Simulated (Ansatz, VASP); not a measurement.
NiPt in VASP and in Ansatz

```xyz
4
Lattice="0.0000 0.0000 3.5783 2.7099 0.0000 0.0000 0.0000 5.4199 0.0000" Properties=species:S:1:pos:R:3 pbc="T T T"
Ni    1.3550    1.3550    1.7892
Ni    1.3550    4.0649    1.7892
Pt    0.0000    0.0000    0.0000
Pt    0.0000    2.7099    0.0000
```

Alike in both runs: task single point; functional LDA; k mesh 7 × 10 × 5; occupations fermi-dirac, width 0.1 eV; collinear spin.

```csv
,VASP,Ansatz
version,VASP 6.6.1,Ansatz 0.2.0
potentials or method,"VASP PAW LDA potentials, release 64 (Ni, Pt), cutoff 520 eV","all-electron PAW with datasets made for the crystal, scalar-relativistic"
```

Ansatz gave:

| Item | Value |
| --- | --- |
| pressure (GPa) | -12.0 |
| traceless stress, the component that is largest in VASP (GPa) | 0.43 |
| net moment per atom (μB) | 0.40 |
| size of the moment on the site where the two differ most (μB) | 0.56 |

What did VASP give for the same quantities?

Pressure (GPa): -11.9; traceless stress, the component that is largest in VASP (GPa): 0.25; net moment per atom (μB): 0.28; size of the moment on the site where the two differ most (μB): 0.39.

The net moments are unlike, so the other rows may belong to different states. LDA's correlation is that of Perdew and Zunger in VASP and of Perdew and Wang (1992) in Ansatz. Site moments also hang on the region over which each program counts them. Ansatz ran all-electron here, and VASP with PAW potentials. Ansatz's warnings: seeded moment not kept.

Spin-orbit coupling is off throughout.
